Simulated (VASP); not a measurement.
# Re (Fmmm) in VASP: notebook

Runs on Re. Level: PBE. Tasks: single point.

All numbers are computed with VASP 6.6.1; they aren't measurements. Logs are shortened: lines on timing, memory, paths and dates and some standing lists are left out, and cuts for length are marked.

**1. The cell of the first run**

Symmetry: Fmmm, No. 69, orthorhombic system. The conventional cell has a = 3.485 Å, b = 3.915 Å, c = 4.023 Å, α = 90.00°, β = 90.00°, γ = 90.00°. Within 3.5 Å of Re (site symmetry mmm) lie 14 Re at 2.62 to 3.48 Å.

**2. Single point, PBE (normal strain along x -0.1100, normal strain along z +0.0275)**

INCAR

```
PREC = Accurate ; ENCUT = 520
EDIFF = 1E-6 ; ISMEAR = 0
SIGMA = 0.15 ; LREAL = F
LASPH = T ; NELM = 60
ALGO = Normal ; ISIF = 2
LWAVE = F ; LCHARG = F
GGA = PE ; NBANDS = 10
```

KPOINTS

```
regular mesh
0
Gamma
  10 10 10
```

POSCAR

```
Re
1.0
    0.0000000000      1.9577236186      2.0115610181
    1.7423740206      0.0000000000      2.0115610181
    1.7423740206      1.9577236186      0.0000000000
Re
1
Direct
    0.0000000000      0.0000000000      0.0000000000
```

Potentials or basis: VASP PAW PBE potentials, release 64 (Re).

Run with:

```sh
$ cat potpaw_PBE.64/Re/POTCAR > POTCAR
$ mpirun -np 1 vasp_std > vasp.out
```

OUTCAR:

```text
PREC = Accurate
   ENCUT = 520
   EDIFF = 1E-6
   ISMEAR = 0
   LREAL = F
   LASPH = T
   NELM = 60
   ISIF = 2
   GGA = PE

 ion  position               nearest neighbor table
   1  0.000  0.000  0.000-

  LATTYP: Found a face centered orthorhombic cell.
 ALAT       =     3.4847480412
 B/A-ratio  =     1.1235955056
 C/A-ratio  =     1.1544943820

  Lattice vectors:

 A1 = (   0.0000000000,   1.9577236186,   2.0115610181)
 A2 = (   1.7423740206,   0.0000000000,   2.0115610181)
 A3 = (   1.7423740206,   1.9577236186,   0.0000000000)

Analysis of symmetry for initial positions (statically):
=====================================================================
 Subroutine PRICEL returns:
 Original cell was already a primitive cell.

 Routine SETGRP: Setting up the symmetry group for a
 face centered orthorhombic supercell.

 Subroutine GETGRP returns: Found  8 space group operations
 (whereof  8 operations were pure point group operations)
 out of a pool of  8 trial point group operations.

The static configuration has the point symmetry D_2h.

Analysis of symmetry for dynamics (positions and initial velocities):
=====================================================================
 Subroutine PRICEL returns:
 Original cell was already a primitive cell.

 Routine SETGRP: Setting up the symmetry group for a
 face centered orthorhombic supercell.

 Subroutine GETGRP returns: Found  8 space group operations
 (whereof  8 operations were pure point group operations)
 out of a pool of  8 trial point group operations.

The dynamic configuration has the point symmetry D_2h.

 Subroutine INISYM returns: Found  8 space group operations
 (whereof  8 operations are pure point group operations),
 and found     1 'primitive' translations

----------------------------------------------------------------------------------------

                                     Primitive cell

  volume of cell :      13.7232

  direct lattice vectors                    reciprocal lattice vectors
     0.000000000  1.957723619  2.011561018    -0.286964793  0.255398666  0.248563178
     1.742374021  0.000000000  2.011561018     0.286964793 -0.255398666  0.248563178
     1.742374021  1.957723619  0.000000000     0.286964793  0.255398666 -0.248563178

  length of vectors
     2.806966244  2.661248759  2.620791673     0.457559750  0.457559750  0.457559750

  position of ions in fractional coordinates (direct lattice)
     0.000000000  0.000000000  0.000000000

  ion indices of the primitive-cell ions
   primitive index   ion index
                 1           1

----------------------------------------------------------------------------------------

 KPOINTS: regular mesh

Automatic generation of k-mesh.
 Grid dimensions read from file:
 generate k-points for:   10   10   10

 Generating k-lattice:

  Cartesian coordinates                     Fractional coordinates (reciprocal lattice)
    -0.028696479  0.025539867  0.024856318     0.100000000  0.000000000 -0.000000000
     0.028696479 -0.025539867  0.024856318     0.000000000  0.100000000  0.000000000
     0.028696479  0.025539867 -0.024856318    -0.000000000  0.000000000  0.100000000

  Length of vectors
     0.045755975  0.045755975  0.045755975

  Shift w.r.t. Gamma in fractional coordinates (k-lattice)
     0.000000000  0.000000000  0.000000000

 Subroutine IBZKPT returns following result:
 ===========================================

 Found    171 irreducible k-points:

 Following reciprocal coordinates:
            Coordinates               Weight
  0.000000  0.000000  0.000000      1.000000
  0.100000 -0.000000 -0.000000      8.000000
  0.200000 -0.000000 -0.000000      8.000000
  0.300000  0.000000  0.000000      8.000000
  0.400000  0.000000  0.000000      8.000000
  0.500000  0.000000  0.000000      4.000000
[... 16 lines left out ...]
  0.300000  0.300000  0.000000      2.000000
  0.400000  0.300000  0.000000      8.000000
 [... further k-points ...]
   k-points           NKPTS =    171   k-points in BZ     NKDIM =    171   number of bands    NBANDS=     10
   number of dos      NEDOS =    301   number of ions     NIONS =      1
   total plane-waves  NPLWV =   9600
   dimension x,y,z NGX =    24 NGY =   20 NGZ =   20
   dimension x,y,z NGXF=    48 NGYF=   40 NGZF=   40
   ions per type =               1
   NGX,Y,Z   is equivalent  to a cutoff of  14.21, 12.49, 12.69 a.u.
   NGXF,Y,Z  is equivalent  to a cutoff of  28.43, 24.99, 25.37 a.u.
 SYSTEM =  unknown system
   PREC   = accura    normal or accurate (medium, high low for compatibility)
   ISTART =      0    job   : 0-new  1-cont  2-samecut
   ICHARG =      2    charge: 1-file 2-atom 10-const
   ISPIN  =      1    spin polarized calculation?
   LNONCOLLINEAR =      F non collinear calculations
   LSORBIT =      F    spin-orbit coupling
   LASPH  =      T    aspherical Exc in radial PAW
   ENCUT  =  520.0 eV  38.22 Ry    6.18 a.u.   5.22  4.95  4.87*2*pi/ulx,y,z
   NELM   =     60;   NELMIN=  2; NELMDL= -5     # of ELM steps
   EDIFF  = 0.1E-05   stopping-criterion for ELM
   LREAL  =      F    real-space projection
   EDIFFG = 0.1E-04   stopping-criterion for IOM
   NSW    =      0    number of steps for IOM
   IBRION =     -1    ionic relax: 0-MD 1-quasi-New 2-CG
   NFREE  =      0    steps in history (QN), initial steepest desc. (CG)
   ISIF   =      2    stress and relaxation
   ISYM   =      2    0-nonsym 1-usesym 2-fastsym
   POTIM  = 0.5000    time-step for ionic-motion
   TEBEG  =    0.0;   TEEND  =   0.0 temperature during run
   PSTRESS=    0.0 pullay stress
   NELECT =       7.0000    total number of electrons
   NUPDOWN=      -1.0000    fix difference up-down
   EMIN   =  10.00;   EMAX   =-10.00  energy-range for DOS
   EFERMI =   0.00;   METHOD = LEGACY
   ISMEAR =     0;   SIGMA  =   0.15  broadening in eV -4-tet -1-fermi 0-gaus
   EFERMI_NEDOS =   21; number of points for ismear=-14 and -15
   IALGO  =     38    algorithm
   IMIX   =      4    mixing-type and parameters
     AMIX     =   0.40;   BMIX     =  1.00
     AMIX_MAG =   1.60;   BMIX_MAG =  1.00
  volume/ion in A,a.u.               =      13.72        92.61
  Fermi-wavevector in a.u.,A,eV,Ry     =   1.308043  2.471844 23.279266  1.710978
  Thomas-Fermi vector in A             =   2.438737
   LORBIT       =      0    0 simple, 1 ext, 2 COOP (PROOUT), +10 PAW based schemes
   GGA     = PE    functional components
   LHFCALC =     F    Hartree Fock is set to
   AEXX    =    0.0000 exact exchange contribution
   IVDW    =     0    specifies the selected vdW correction
   LEPSILON=     F    determine dielectric tensor
   LRPA    =     F    only Hartree local field effects (RPA)
 non-spin polarized calculation
 Gauss-broadening in eV      SIGMA  =   0.15
  energy-cutoff  :      520.00
  volume of cell :       13.72
 maximum number of plane-waves:       386
 NGX is ok and might be reduce to    24
   NGX = 11   NGY =  9   NGZ =  9

 number of electron       7.0000000 magnetization

 Free energy of the ion-electron system (eV)
  ---------------------------------------------------
  ext. energy  EPLUGINS =         0.00000000
  ---------------------------------------------------
  free energy    TOTEN  =       -12.09622917 eV

  energy without entropy =      -12.08757578  energy(sigma->0) =      -12.09190247

 E-fermi :   9.2238     XC(G=0): -14.1160

 val. band max:        9.1448589701   @ k =   0.3000   0.2000   0.1000
 cond. band min:       9.2294963092   @ k =  -0.3000   0.2000   0.5000
 fundamental gap:      0.0846373391
 Fermi energy:         9.2237721905

 k-point     1 :       0.0000    0.0000    0.0000
  band No.  band energies     occupation
      1      -1.5693      2.00000
      2       6.2308      2.00000
      3       6.7232      2.00000
      4       8.3533      2.00000
      5       9.0038      1.96189
      6      11.4879      0.00000
      7      23.3557      0.00000
      8      27.0655      0.00000
      9      27.9246      0.00000
     10      33.0221      0.00000

 k-point     2 :       0.1000   -0.0000   -0.0000
  band No.  band energies     occupation
      1      -1.0695      2.00000
      2       6.2781      2.00000
      3       6.7753      2.00000
      4       8.2959      2.00000
      5       8.9833      1.97665
      6      11.2217      0.00000
      7      24.2902      0.00000
      8      26.9894      0.00000
      9      28.4079      0.00000
     10      31.7172      0.00000

 k-point     3 :       0.2000   -0.0000   -0.0000
  band No.  band energies     occupation
      1       0.2004      2.00000
      2       6.0978      2.00000
      3       6.6976      2.00000
      4       8.4450      2.00000
      5       9.5492      0.00215
      6      10.8525      0.00000
      7      24.6088      0.00000
      8      26.9533      0.00000
      9      30.6879      0.00000
     10      33.4387      0.00000

 k-point     4 :       0.3000    0.0000    0.0000
  band No.  band energies     occupation
      1       1.3802      2.00000
      2       6.2352      2.00000
      3       6.4899      2.00000
      4       8.4550      2.00000
      5      11.1423      0.00000
      6      11.2390      0.00000
      7      22.6847      0.00000
      8      26.7568      0.00000
      9      33.8368      0.00000
     10      34.3585      0.00000
[... 222 lines left out ...]
 k-point    22 :      -0.2000    0.2000    0.0000
  band No.  band energies     occupation
      1       2.6023      2.00000
      2       5.0398      2.00000
      3       6.2903      2.00000
      4       9.3124      0.40363
      5       9.5566      0.00170
      6      13.6242      0.00000
      7      23.3921      0.00000
      8      28.1930      0.00000
      9      29.5171      0.00000
     10      29.5461      0.00000

 k-point    23 :       0.3000    0.3000    0.0000
  band No.  band energies     occupation
      1       1.8395      2.00000
      2       3.7461      2.00000
      3       7.1998      2.00000
      4      10.8509      0.00000
      5      10.8577      0.00000
      6      12.2707      0.00000
      7      26.3086      0.00000
      8      27.9207      0.00000
      9      29.7471      0.00000
     10      31.4754      0.00000

 k-point    24 :       0.4000    0.3000    0.0000
  band No.  band energies     occupation
      1       2.2226      2.00000
      2       3.5840      2.00000
      3       7.3995      2.00000
      4      11.1088      0.00000
      5      12.5805      0.00000
      6      13.0885      0.00000
      7      24.0712      0.00000
      8      26.3657      0.00000
      9      27.1166      0.00000
     10      32.8906      0.00000

 [... further k-points ...]
[... 5 lines left out ...]
  --------------------------------------------------------------------------------------
  -------------------------------------------------------------------------------------
  Total        5.1101628      3.2057492      2.2460413      0.0000000      0.0000000      0.0000000
  in kB      596.6083688    374.2692551    262.2239499      0.0000000      0.0000000      0.0000000
  external PRESSURE =     411.0338579 kB  Pullay stress =       0.0000000 kB

 VOLUME and BASIS-vectors are now :
 -----------------------------------------------------------------------------
  energy-cutoff  :      520.00
  volume of cell :       13.72
      direct lattice vectors                 reciprocal lattice vectors
     0.000000000  1.957723619  2.011561018    -0.286964793  0.255398666  0.248563178
     1.742374021  0.000000000  2.011561018     0.286964793 -0.255398666  0.248563178
     1.742374021  1.957723619  0.000000000     0.286964793  0.255398666 -0.248563178

 POSITION                                       TOTAL-FORCE (eV/Angst)
 -----------------------------------------------------------------------------------
      0.00000      0.00000      0.00000        -0.000000      0.000000      0.000000
 -----------------------------------------------------------------------------------
    total drift:                                0.000000      0.000000     -0.000000

  FREE ENERGIE OF THE ION-ELECTRON SYSTEM (eV)
  ---------------------------------------------------
  free  energy   TOTEN  =       -12.0962291658 eV

  energy  without entropy=      -12.0875757795  energy(sigma->0) =      -12.09190247
```

It took 13 s on 1 thread of Intel Xeon Platinum 8488C (Sapphire Rapids), shared host; peak memory 0.15 GiB.

What came out:

```
Free energy : -12.0962 eV
Pressure    : 41.1 GPa
```

Caveat: the cell differs from its parent crystal (normal strain along x -0.1100, normal strain along z +0.0275); spin-orbit coupling is left out, which moves the levels of the heavy elements.

**3. Single point, PBE (normal strain along x -0.0825, normal strain along z +0.0550)**

INCAR

```
PREC = Accurate
ENCUT = 520
EDIFF = 1E-6
ISMEAR = 0
SIGMA = 0.15
LREAL = False
LASPH = True
NELM = 80
ALGO = Fast
ISIF = 2
LWAVE = False
LCHARG = False
GGA = PE
NBANDS = 10
```

KPOINTS

```
Automatic mesh
0
Gamma
  10 10 10
```

POSCAR

```
Re
1.0
    0.0000000000      1.9577236186      2.0653984176
    1.7962114201      0.0000000000      2.0653984176
    1.7962114201      1.9577236186      0.0000000000
Re
1
Direct
    0.0000000000      0.0000000000      0.0000000000
```

Potentials or basis: VASP PAW PBE potentials, release 64 (Re).

Run with:

```sh
$ cat potpaw_PBE.64/Re/POTCAR > POTCAR
$ mpirun -np 1 vasp_std > vasp.out
```

It took 14 s on 1 thread of Intel Xeon Platinum 8488C (Sapphire Rapids), shared host; peak memory 0.14 GiB.

It converged, with:

* Free energy: -12.2390 eV
* Pressure: 13.9 GPa

Stress tensor (GPa, compression positive):
```
28.62  0.00  0.00
 0.00 15.49  0.00
 0.00  0.00 -2.48
```

Levels at points of the mesh, in eV from the Fermi level:
```csv
k point,band 1,band 2,band 3,band 4,band 5,band 6,band 7,band 8
"(0.00, 0.00, 0.00)",-10.32,-2.89,-2.00,-0.88,-0.11,2.19,14.10,17.48
"(0.50, 0.00, 0.00)",-7.07,-3.17,-1.21,0.19,3.20,4.35,10.24,13.14
"(0.50, 0.50, 0.00)",-7.10,-5.98,1.47,3.70,3.95,4.91,11.61,12.78
"(0.50, 0.00, 0.50)",-7.06,-5.93,2.55,3.25,3.42,5.51,11.56,13.12
"(0.00, 0.50, 0.50)",-6.99,-6.31,3.69,4.02,4.48,5.10,10.69,11.47
```

Caveat: the cell differs from its parent crystal (normal strain along x -0.0825, normal strain along z +0.0550); spin-orbit coupling is left out, which moves the levels of the heavy elements.

(Part 1 of 2 ends here.)
